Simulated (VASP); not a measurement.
# Ag3Os (P-6m2) in VASP: further runs

Ag3Os is run at these levels: PBE; tasks: relaxation of shape and atoms at fixed volume.

Program: VASP 6.6.1. These are calculated values, not measurements. Logs are shortened: lines on timing, memory, paths and dates and some standing lists are left out, and cuts for length are marked.

**1. The cell of the first run**

Symmetry: P-6m2, No. 187, hexagonal system. The conventional cell has a = 2.744 Å, b = 2.744 Å, c = 9.560 Å, α = 90.00°, β = 90.00°, γ = 120.00°. Within 3.6 Å of Ag (site symmetry -6m2) lie 12 Ag at 2.74 to 2.89 Å. Ag (site symmetry 3m) has 9 Ag at 2.74 to 2.89 Å and 3 Os at 2.84 Å within 3.6 Å. Os (site symmetry -6m2) has 6 Os at 2.74 Å and 6 Ag at 2.84 Å within 3.6 Å.

**2. Relaxation of shape and atoms at fixed volume, PBE (15.58 Å³/atom)**

Input file INCAR:

```
  PREC = Accurate
  ENCUT = 600
  EDIFF = 1E-7
  ISMEAR = 0
  SIGMA = 0.1
  LREAL = False
  LASPH = True
  NELM = 100
  ALGO = Fast
  ISIF = 4
  LWAVE = False
  LCHARG = False
  GGA = PE
  IBRION = 2
  NSW = 50
  EDIFFG = -0.01
```

Input file KPOINTS:

```
regular mesh
0
Gamma
  12 12 4
```

Input file POSCAR:

```
Ag3Os
1.0
    2.7438225299      0.0000000000      0.0000000000
   -1.3719112649      2.3762200144      0.0000000000
    0.0000000000      0.0000000000      9.5600889097
Ag Os
3 1
Direct
    0.0000000000      0.0000000000      0.0000000000
    0.6666666667      0.3333333333      0.7466206074
    0.6666666667      0.3333333333      0.2533793926
    0.0000000000      0.0000000000      0.5000000000
```

Potentials or basis: VASP PAW PBE potentials, release 64 (Ag, Os).

Command:

```bash
$ cat potpaw_PBE.64/Ag/POTCAR potpaw_PBE.64/Os/POTCAR > POTCAR
$ mpirun -np 1 vasp_std > vasp.out
```

OUTCAR:

```text
PREC = Accurate
   ENCUT = 600
   EDIFF = 1E-7
   ISMEAR = 0
   LREAL = False
   LASPH = True
   NELM = 100
   ISIF = 4
   GGA = PE
   IBRION = 2
   NSW = 50
   EDIFFG = -0.01

 ion  position               nearest neighbor table
   1  0.000  0.000  0.000-   2 2.89   3 2.89   2 2.89   3 2.89   2 2.89   3 2.89
   2  0.667  0.333  0.747-   4 2.84   4 2.84   4 2.84   1 2.89   1 2.89   1 2.89
   3  0.667  0.333  0.253-   4 2.84   4 2.84   4 2.84   1 2.89   1 2.89   1 2.89
   4  0.000  0.000  0.500-   2 2.84   3 2.84   2 2.84   3 2.84   2 2.84   3 2.84

  LATTYP: Found a hexagonal cell.
 ALAT       =     2.7438225299
 C/A-ratio  =     3.4842227606

  Lattice vectors:

 A1 = (   2.7438225299,   0.0000000000,   0.0000000000)
 A2 = (  -1.3719112649,   2.3762200144,   0.0000000000)
 A3 = (   0.0000000000,   0.0000000000,   9.5600889097)

Analysis of symmetry for initial positions (statically):
=====================================================================
 Subroutine PRICEL returns:
 Original cell was already a primitive cell.

 Routine SETGRP: Setting up the symmetry group for a
 hexagonal supercell.

 Subroutine GETGRP returns: Found 12 space group operations
 (whereof 12 operations were pure point group operations)
 out of a pool of 24 trial point group operations.

The static configuration has the point symmetry D_3h.

Analysis of symmetry for dynamics (positions and initial velocities):
=====================================================================
 Subroutine PRICEL returns:
 Original cell was already a primitive cell.

 Routine SETGRP: Setting up the symmetry group for a
 hexagonal supercell.

 Subroutine GETGRP returns: Found 12 space group operations
 (whereof 12 operations were pure point group operations)
 out of a pool of 24 trial point group operations.

The dynamic configuration has the point symmetry D_3h.

 Subroutine INISYM returns: Found 12 space group operations
 (whereof 12 operations are pure point group operations),
 and found     1 'primitive' translations

----------------------------------------------------------------------------------------

                                     Primitive cell

  volume of cell :      62.3311

  direct lattice vectors                    reciprocal lattice vectors
     2.743822530  0.000000000  0.000000000     0.364455058  0.210418226  0.000000000
    -1.371911265  2.376220014  0.000000000     0.000000000  0.420836452  0.000000000
     0.000000000  0.000000000  9.560088910     0.000000000  0.000000000  0.104601538

  length of vectors
     2.743822530  2.743822530  9.560088910     0.420836452  0.420836452  0.104601538

  position of ions in fractional coordinates (direct lattice)
     0.000000000  0.000000000  0.000000000
     0.666666667  0.333333333  0.746620607
     0.666666667  0.333333333  0.253379393
     0.000000000  0.000000000  0.500000000

  ion indices of the primitive-cell ions
   primitive index   ion index
                 1           1
                 2           2
                 3           3
                 4           4

----------------------------------------------------------------------------------------

 KPOINTS: regular mesh

Automatic generation of k-mesh.
 Grid dimensions read from file:
 generate k-points for:   12   12    4

 Generating k-lattice:

  Cartesian coordinates                     Fractional coordinates (reciprocal lattice)
     0.030371255  0.017534852  0.000000000     0.083333333  0.000000000  0.000000000
     0.000000000  0.035069704  0.000000000     0.000000000  0.083333333  0.000000000
     0.000000000  0.000000000  0.026150384     0.000000000  0.000000000  0.250000000

  Length of vectors
     0.035069704  0.035069704  0.026150384

  Shift w.r.t. Gamma in fractional coordinates (k-lattice)
     0.000000000  0.000000000  0.000000000

 Subroutine IBZKPT returns following result:
 ===========================================

 Found     57 irreducible k-points:

 Following reciprocal coordinates:
            Coordinates               Weight
  0.000000  0.000000  0.000000      1.000000
  0.083333  0.000000  0.000000      6.000000
  0.166667 -0.000000  0.000000      6.000000
  0.250000 -0.000000  0.000000      6.000000
  0.333333 -0.000000  0.000000      6.000000
  0.416667 -0.000000  0.000000      6.000000
[... 16 lines left out ...]
  0.250000 -0.000000  0.250000     12.000000
  0.333333 -0.000000  0.250000     12.000000
 [... further k-points ...]
   k-points           NKPTS =     57   k-points in BZ     NKDIM =     57   number of bands    NBANDS=     24
   number of dos      NEDOS =    301   number of ions     NIONS =      4
   total plane-waves  NPLWV =  46080
   dimension x,y,z NGX =    24 NGY =   24 NGZ =   80
   dimension x,y,z NGXF=    48 NGYF=   48 NGZF=  160
   ions per type =               3   1
   NGX,Y,Z   is equivalent  to a cutoff of  14.54, 14.54, 13.91 a.u.
   NGXF,Y,Z  is equivalent  to a cutoff of  29.08, 29.08, 27.82 a.u.
 SYSTEM =  unknown system
   PREC   = accura    normal or accurate (medium, high low for compatibility)
   ISTART =      0    job   : 0-new  1-cont  2-samecut
   ICHARG =      2    charge: 1-file 2-atom 10-const
   ISPIN  =      1    spin polarized calculation?
   LNONCOLLINEAR =      F non collinear calculations
   LSORBIT =      F    spin-orbit coupling
   LASPH  =      T    aspherical Exc in radial PAW
   ENCUT  =  600.0 eV  44.10 Ry    6.64 a.u.   5.48  5.48 19.09*2*pi/ulx,y,z
   NELM   =    100;   NELMIN=  2; NELMDL= -5     # of ELM steps
   EDIFF  = 0.1E-06   stopping-criterion for ELM
   LREAL  =      F    real-space projection
   EDIFFG = -.1E-01   stopping-criterion for IOM
   NSW    =     50    number of steps for IOM
   IBRION =      2    ionic relax: 0-MD 1-quasi-New 2-CG
   NFREE  =      1    steps in history (QN), initial steepest desc. (CG)
   ISIF   =      4    stress and relaxation
   ISYM   =      2    0-nonsym 1-usesym 2-fastsym
   POTIM  = 0.5000    time-step for ionic-motion
   TEBEG  =    0.0;   TEEND  =   0.0 temperature during run
   PSTRESS=    0.0 pullay stress
   NELECT =      41.0000    total number of electrons
   NUPDOWN=      -1.0000    fix difference up-down
   EMIN   =  10.00;   EMAX   =-10.00  energy-range for DOS
   EFERMI =   0.00;   METHOD = LEGACY
   ISMEAR =     0;   SIGMA  =   0.10  broadening in eV -4-tet -1-fermi 0-gaus
   EFERMI_NEDOS =   21; number of points for ismear=-14 and -15
   IALGO  =     68    algorithm
   IMIX   =      4    mixing-type and parameters
     AMIX     =   0.40;   BMIX     =  1.00
     AMIX_MAG =   1.60;   BMIX_MAG =  1.00
  volume/ion in A,a.u.               =      15.58       105.16
  Fermi-wavevector in a.u.,A,eV,Ry     =   1.423753  2.690503 27.579988  2.027072
  Thomas-Fermi vector in A             =   2.544317
   LORBIT       =      0    0 simple, 1 ext, 2 COOP (PROOUT), +10 PAW based schemes
   GGA     = PE    functional components
   LHFCALC =     F    Hartree Fock is set to
   AEXX    =    0.0000 exact exchange contribution
   IVDW    =     0    specifies the selected vdW correction
   LEPSILON=     F    determine dielectric tensor
   LRPA    =     F    only Hartree local field effects (RPA)
 conjugate gradient relaxation of ions
 non-spin polarized calculation
 RMM-DIIS sequential band-by-band and
 Gauss-broadening in eV      SIGMA  =   0.10
  energy-cutoff  :      600.00
  volume of cell :       62.33
 maximum number of plane-waves:      2132
 NGX is ok and might be reduce to    24
   NGX = 11   NGY = 11   NGZ = 39

--------------------------------------- Ionic step        1  -------------------------------------------

 number of electron      40.9999997 magnetization

 Free energy of the ion-electron system (eV)
  ---------------------------------------------------
  ext. energy  EPLUGINS =         0.00000000
  ---------------------------------------------------
  free energy    TOTEN  =       -17.72503903 eV

  energy without entropy =      -17.71388639  energy(sigma->0) =      -17.71946271

------------------------ aborting loop because EDIFF is reached ----------------------------------------

  FORCE on cell =-STRESS in cart. coord.  units (eV):
  Direction    XX          YY          ZZ          XY          YZ          ZX
  --------------------------------------------------------------------------------------
  -------------------------------------------------------------------------------------
  Total        4.2579074      4.2579074      3.7713182      0.0000000      0.0000000      0.0000000
  in kB      109.4465794    109.4465794     96.9391394      0.0000000      0.0000000      0.0000000
  external PRESSURE =     105.2774327 kB  Pullay stress =       0.0000000 kB
[... 137 lines left out ...]
  energy  without entropy=      -17.7159644773  energy(sigma->0) =      -17.72141690

--------------------------------------- Ionic step        5  -------------------------------------------

 number of electron      40.9999997 magnetization

 Free energy of the ion-electron system (eV)
  ---------------------------------------------------
  ext. energy  EPLUGINS =         0.00000000
  ---------------------------------------------------
  free energy    TOTEN  =       -17.72691336 eV

  energy without entropy =      -17.71599406  energy(sigma->0) =      -17.72145371

 E-fermi :   9.2758     XC(G=0): -12.9266

 val. band max:        9.2407954514   @ k =   0.3333   0.0833   0.2500
 cond. band min:       9.3067267790   @ k =   0.5000  -0.0000   0.5000
 fundamental gap:      0.0659313276
 Fermi energy:         9.2758258958

 k-point     1 :       0.0000    0.0000    0.0000
  band No.  band energies     occupation
      1       0.3102      2.00000
      2       1.8495      2.00000
      3       2.0797      2.00000
      4       2.1973      2.00000
      5       3.8615      2.00000
      6       4.1250      2.00000
[... 637 lines left out ...]
     23      10.5332      0.00000
     24      12.6586      0.00000

 [... further k-points ...]
[... 5 lines left out ...]
  --------------------------------------------------------------------------------------
  -------------------------------------------------------------------------------------
  Total        3.9743257      3.9743257      3.9833734      0.0000000     -0.0000000      0.0000000
  in kB      102.1573075    102.1573075    102.3898714      0.0000000     -0.0000000      0.0000000
  external PRESSURE =     102.2348288 kB  Pullay stress =       0.0000000 kB
[... 19 lines left out ...]
  FREE ENERGIE OF THE ION-ELECTRON SYSTEM (eV)
  ---------------------------------------------------
  free  energy   TOTEN  =       -17.7269133649 eV

  energy  without entropy=      -17.7159940566  energy(sigma->0) =      -17.72145371

 reached required accuracy - stopping structural energy minimisation
```

It took 5.9 min on 1 thread of AMD EPYC 9R14 (Zen 4), shared host; peak memory 0.25 GiB.

Results:

```yaml
Free_energy: -17.7269 eV
Energy_gained_by_relaxing: 0.5 meV/atom
Ionic_steps: 5
Pressure_after_relaxing: 10.2 GPa
Band_gap_on_the_k_mesh: zero (an odd number of electrons rules out a gap without spin polarisation)
```

Step by step:
```
step  energy change (eV)  largest force (eV/Å)  pressure (GPa)  volume (Å³)
   1              0.0000                0.0898           10.53        62.33
   2             -0.0016                0.0537           10.31        62.33
   3             -0.0016                0.0459           10.26        62.33
   4             -0.0018                0.0180           10.24        62.33
   5             -0.0019                0.0006           10.22        62.33
```

Final structure:
```
CELL_PARAMETERS angstrom
2.74941 0.00000 0.00000
-1.37471 2.38106 0.00000
0.00000 0.00000 9.52125
ATOMIC_POSITIONS crystal
Ag 0.00000 0.00000 0.00000
Ag 0.66667 0.33333 0.74765
Ag 0.66667 0.33333 0.25235
Os 0.00000 0.00000 0.50000
```

Levels at points of the mesh, in eV from the Fermi level:
| k point | band 18 | band 19 | band 20 | band 21 | band 22 | band 23 |
| --- | --- | --- | --- | --- | --- | --- |
| (0.00, 0.00, 0.00) | -3.41 | -3.41 | -1.81 | -1.81 | -1.04 | 0.82 |
| (0.50, 0.00, 0.00) | -1.46 | 0.05 | 0.86 | 0.98 | 0.99 | 2.80 |
| (0.00, 0.00, 0.50) | -3.45 | -2.98 | -2.46 | -1.80 | -1.80 | 0.82 |
| (0.50, 0.00, 0.50) | -1.40 | 0.03 | 0.12 | 0.91 | 1.70 | 2.80 |

Caveat: spin-orbit coupling is left out, which moves the levels of the heavy elements.

**3. Relaxation of shape and atoms at fixed volume, PBE (16.08 Å³/atom)**

This run uses another cell than the first one, of 16.08 Å³/atom.

Input file INCAR:

```
SYSTEM = Ag3Os
ALGO = Fast ; EDIFF = 1E-6
EDIFFG = -0.01 ; ENCUT = 600
GGA = PE ; IBRION = 2
ISIF = 4 ; ISMEAR = 0
LASPH = .TRUE. ; LCHARG = .FALSE.
LREAL = .FALSE. ; LWAVE = .FALSE.
NELM = 80 ; NSW = 50
PREC = Accurate ; SIGMA = 0.1
```

Input file KPOINTS:

```
k-points
0
G
  12 12 4
  0 0 0
```

Input file POSCAR:

```
Ag3Os
1.0
    2.7664706569      0.0000000000      0.0000000000
   -1.3832353284      2.3958338678      0.0000000000
    0.0000000000      0.0000000000      9.7043334593
Ag Os
3 1
Direct
    0.0000000000      0.0000000000      0.0000000000
    0.6666666667      0.3333333333      0.7453329432
    0.6666666667      0.3333333333      0.2546670568
    0.0000000000      0.0000000000      0.5000000000
```

Potentials or basis: VASP PAW PBE potentials, release 64 (Ag, Os).

Command:

```bash
$ cat potpaw_PBE.64/Ag/POTCAR potpaw_PBE.64/Os/POTCAR > POTCAR
$ mpirun -np 1 vasp_std > vasp.out
```

It took 4.9 min on 1 thread of AMD EPYC 9R14 (Zen 4), shared host; peak memory 0.25 GiB.

Results (log left out):

```
Free energy                  : -17.8179 eV
Energy gained by relaxing    : 0.5 meV/atom
Ionic steps                  : 5
Pressure after relaxing      : 4.5 GPa
Largest force after relaxing : 0.009 eV/Å
Band gap on the k mesh       : zero (an odd number of electrons rules out a gap without spin polarisation)
```

Forces on the atoms (eV/Å):
```
Ag   0.000  0.000  0.000
Ag   0.000  0.000  0.009
Ag   0.000  0.000 -0.009
Os   0.000  0.000  0.000
```

Stress tensor (GPa, compression positive):
```
4.45 0.00 0.00
0.00 4.45 0.00
0.00 0.00 4.54
```

The path:
```
step  energy change (eV)  largest force (eV/Å)  pressure (GPa)  volume (Å³)
   1              0.0000                0.0917            4.82        64.32
   2             -0.0016                0.0593            4.60        64.32
   3             -0.0018                0.0462            4.51        64.32
   4             -0.0020                0.0217            4.49        64.32
   5             -0.0021                0.0089            4.48        64.32
```

Final structure:
```
CELL_PARAMETERS angstrom
2.77277 0.00000 0.00000
-1.38638 2.40129 0.00000
0.00000 0.00000 9.66030
ATOMIC_POSITIONS crystal
Ag 0.00000 0.00000 0.00000
Ag 0.66667 0.33333 0.74645
Ag 0.66667 0.33333 0.25355
Os 0.00000 0.00000 0.50000
```

Levels at points of the mesh, in eV from the Fermi level:
| k point | band 17 | band 18 | band 19 | band 20 | band 21 | band 22 | band 23 | band 24 |
| --- | --- | --- | --- | --- | --- | --- | --- | --- |
| (0.00, 0.00, 0.00) | -3.58 | -3.36 | -3.36 | -1.74 | -1.74 | -0.97 | 0.80 | 0.80 |
| (0.50, 0.00, 0.00) | -2.53 | -1.39 | 0.05 | 0.91 | 0.97 | 1.02 | 2.69 | 3.21 |
| (0.00, 0.00, 0.50) | -3.40 | -3.40 | -2.90 | -2.36 | -1.73 | -1.73 | 0.80 | 0.80 |
| (0.50, 0.00, 0.50) | -2.32 | -1.34 | 0.04 | 0.20 | 0.91 | 1.68 | 2.69 | 3.36 |

Caveat: spin-orbit coupling is left out, which moves the levels of the heavy elements.

The gap in the log of VASP goes by the Fermi energy; the results here count the filled bands.